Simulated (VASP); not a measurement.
# Cr (Im-3m) in VASP: single point with PBE

Aim: the single point of Cr with PBE.

Program: VASP 6.6.1. These are calculated values, not measurements. Logs are shortened: lines on timing, memory, paths and dates and some standing lists are left out, and cuts for length are marked.

### 1 The cell of the first run

It takes space group Im-3m (No. 229, cubic). Conventional cell: a = 2.848 Å, b = 2.848 Å, c = 2.848 Å, α = 90.00°, β = 90.00°, γ = 90.00°. Within 3.3 Å of Cr (site symmetry m-3m) lie 14 Cr at 2.47 to 2.85 Å.

### 2 Single point, PBE, collinear spin, ferromagnetic start

Input file INCAR:

```
SYSTEM = Cr
PREC = Accurate
ENCUT = 520
EDIFF = 1E-7
ISMEAR = -1
SIGMA = 0.05
LREAL = .False.
LASPH = .True.
NELM = 150
ALGO = Normal
ISIF = 2
LWAVE = .False.
LCHARG = .False.
ISPIN = 2
MAGMOM = 2 2
LORBIT = 11
LMAXMIX = 4
GGA = PE
NBANDS = 23
```

Input file KPOINTS:

```
regular mesh
0
Gamma
  14 14 8
  0 0 0
```

Input file POSCAR:

```
Cr
1.0
   -1.4242209425      1.4242209425      1.4242209425
    1.4242209425     -1.4242209425      1.4242209425
    2.8484418849      2.8484418849      0.0000000000
Cr
2
Direct
    0.0000000000      0.0000000000      0.0000000000
    0.5000000000      0.5000000000      0.5000000000
```

Potentials or basis: VASP PAW PBE potentials, release 64 (Cr_pv).

Command:

```
cat potpaw_PBE.64/Cr_pv/POTCAR > POTCAR
mpirun -np 1 vasp_std > vasp.out
```

OUTCAR:

```text
SYSTEM = Cr
   PREC = Accurate
   ENCUT = 520
   EDIFF = 1E-7
   ISMEAR = -1
   LREAL = .False.
   LASPH = .True.
   NELM = 150
   ISIF = 2
   ISPIN = 2
   LORBIT = 11
   GGA = PE

 ion  position               nearest neighbor table
   1  0.000  0.000  0.000-   2 2.47   2 2.47   2 2.47   2 2.47   2 2.85   2 2.85   2 2.85   2 2.85

   2  0.500  0.500  0.500-   1 2.47   1 2.47   1 2.47   1 2.47   1 2.85   1 2.85   1 2.85   1 2.85

  LATTYP: Found a base centered orthorhombic cell.
 ALAT       =     2.8484418850
 B/A-ratio  =     1.4142135624
 C/A-ratio  =     1.4142135623

  Lattice vectors:

 A1 = (  -1.4242209425,   1.4242209425,   1.4242209425)
 A2 = (   1.4242209425,  -1.4242209425,   1.4242209425)
 A3 = (   2.8484418849,   2.8484418849,   0.0000000000)

Analysis of symmetry for initial positions (statically):
=====================================================================
 Subroutine PRICEL returns following result:

  LATTYP: Found a body centered cubic cell.
 ALAT       =     2.8484418850
[... 12 lines left out ...]
 Subroutine GETGRP returns: Found  8 space group operations
 (whereof  8 operations were pure point group operations)
 out of a pool of  8 trial point group operations.

The static configuration has the point symmetry D_2h.

Analysis of symmetry for dynamics (positions and initial velocities):
=====================================================================
 Subroutine PRICEL returns following result:

  LATTYP: Found a body centered cubic cell.
 ALAT       =     2.8484418850
[... 12 lines left out ...]
 Subroutine GETGRP returns: Found  8 space group operations
 (whereof  8 operations were pure point group operations)
 out of a pool of  8 trial point group operations.

The dynamic configuration has the point symmetry D_2h.

Analysis of structural, dynamic, and magnetic symmetry:
=====================================================================
 Subroutine PRICEL returns following result:

  LATTYP: Found a body centered cubic cell.
 ALAT       =     2.8484418850
[... 12 lines left out ...]
 Subroutine GETGRP returns: Found  8 space group operations
 (whereof  8 operations were pure point group operations)
 out of a pool of  8 trial point group operations.

The overall configuration has the point symmetry D_2h.

 Subroutine INISYM returns: Found  8 space group operations
 (whereof  8 operations are pure point group operations),
 and found     2 'primitive' translations

----------------------------------------------------------------------------------------

                                     Primitive cell

  volume of cell :      11.5556

[... 109 lines left out ...]
  Thomas-Fermi vector in A             =   2.745509
   LORBIT       =     11    0 simple, 1 ext, 2 COOP (PROOUT), +10 PAW based schemes
   GGA     = PE    functional components
   LHFCALC =     F    Hartree Fock is set to
   AEXX    =    0.0000 exact exchange contribution
   IVDW    =     0    specifies the selected vdW correction
   LEPSILON=     F    determine dielectric tensor
   LRPA    =     F    only Hartree local field effects (RPA)
 spin polarized calculation
  energy-cutoff  :      520.00
  volume of cell :       23.11
 maximum number of plane-waves:       637
   NGX =  9   NGY =  9   NGZ = 15

 number of electron      23.9999990 magnetization       0.0001189

 number of electron      23.9999990 magnetization      -0.0000006

 Free energy of the ion-electron system (eV)
  ---------------------------------------------------
  ext. energy  EPLUGINS =         0.00000000
  ---------------------------------------------------
  free energy    TOTEN  =       -19.03373484 eV

  energy without entropy =      -19.01905844  energy(sigma->0) =      -19.02639664

 E-fermi :  11.0195     XC(G=0): -13.6713

 val. band max:       11.0176116140   @ k =   0.5000   0.4286   0.3750
 cond. band min:      11.0220539349   @ k =   0.0714   0.0714   0.0000
 fundamental gap:      0.0044423209
 Fermi energy:        11.0195357483

 spin component 1

 k-point     1 :       0.0000    0.0000    0.0000
  band No.  band energies     occupation
      1     -32.6678      1.00000
      2     -32.0478      1.00000
      3     -31.7690      1.00000
      4     -31.7628      1.00000
      5     -31.7599      1.00000
      6     -31.7535      1.00000
[... 613 lines left out ...]
     22      22.3403      0.00000
     23      25.5588      0.00000

 [... further k-points ...]

 spin component 2

 k-point     1 :       0.0000    0.0000    0.0000
  band No.  band energies     occupation
      1     -32.6679      1.00000
      2     -32.0478      1.00000
      3     -31.7690      1.00000
      4     -31.7628      1.00000
      5     -31.7599      1.00000
      6     -31.7535      1.00000
[... 613 lines left out ...]
     22      22.3403      0.00000
     23      25.5588      0.00000

 [... further k-points ...]

------------------------ aborting loop because EDIFF is reached ----------------------------------------

  FORCE on cell =-STRESS in cart. coord.  units (eV):
  Direction    XX          YY          ZZ          XY          YZ          ZX
  --------------------------------------------------------------------------------------
  -------------------------------------------------------------------------------------
  Total       -0.0565680     -0.0565680     -0.1414619     -0.0237142      0.0000000      0.0000000
  in kB       -3.9215650     -3.9215650     -9.8068156     -1.6439819      0.0000000      0.0000000
  external PRESSURE =      -5.8833152 kB  Pullay stress =       0.0000000 kB

 VOLUME and BASIS-vectors are now :
 -----------------------------------------------------------------------------
  energy-cutoff  :      520.00
  volume of cell :       23.11
      direct lattice vectors                 reciprocal lattice vectors
    -1.424220943  1.424220943  1.424220943    -0.175534562  0.175534562  0.351069125
     1.424220943 -1.424220943  1.424220943     0.175534562 -0.175534562  0.351069125
     2.848441885  2.848441885  0.000000000     0.175534562  0.175534562  0.000000000

 POSITION                                       TOTAL-FORCE (eV/Angst)
 -----------------------------------------------------------------------------------
      0.00000      0.00000      0.00000        -0.000000     -0.000000     -0.000000
      1.42422      1.42422      1.42422         0.000000      0.000000      0.000000
 -----------------------------------------------------------------------------------
    total drift:                               -0.000000      0.000000     -0.000000

  FREE ENERGIE OF THE ION-ELECTRON SYSTEM (eV)
  ---------------------------------------------------
  free  energy   TOTEN  =       -19.0337348445 eV

  energy  without entropy=      -19.0190584358  energy(sigma->0) =      -19.02639664

 total charge

# of ion       s       p       d       tot
------------------------------------------
    1        0.440   6.405   4.212  11.057
    2        0.440   6.405   4.212  11.057
--------------------------------------------------
tot          0.881  12.810   8.423  22.115

 magnetization (x)

# of ion       s       p       d       tot
------------------------------------------
    1        0.000   0.000  -0.000  -0.000
    2        0.000   0.000  -0.000  -0.000
--------------------------------------------------
tot          0.000   0.000  -0.000  -0.000
```

Wall time 5.8 min (1 thread of Intel Xeon 8259CL, shared host); peak memory 0.3 GiB.

Results:

```yaml
Free_energy: -19.0337 eV
Pressure: -0.6 GPa
Band_gap_on_the_k_mesh: zero (filled and empty bands overlap)
Net_moment: 0.00 μB per cell
Valence_electrons_inside_the_program's_atomic_spheres: Cr 11.06
```

Caveat: an empty level that is flat over the whole mesh can mark a ghost state of the potentials, or a narrow d or f band.
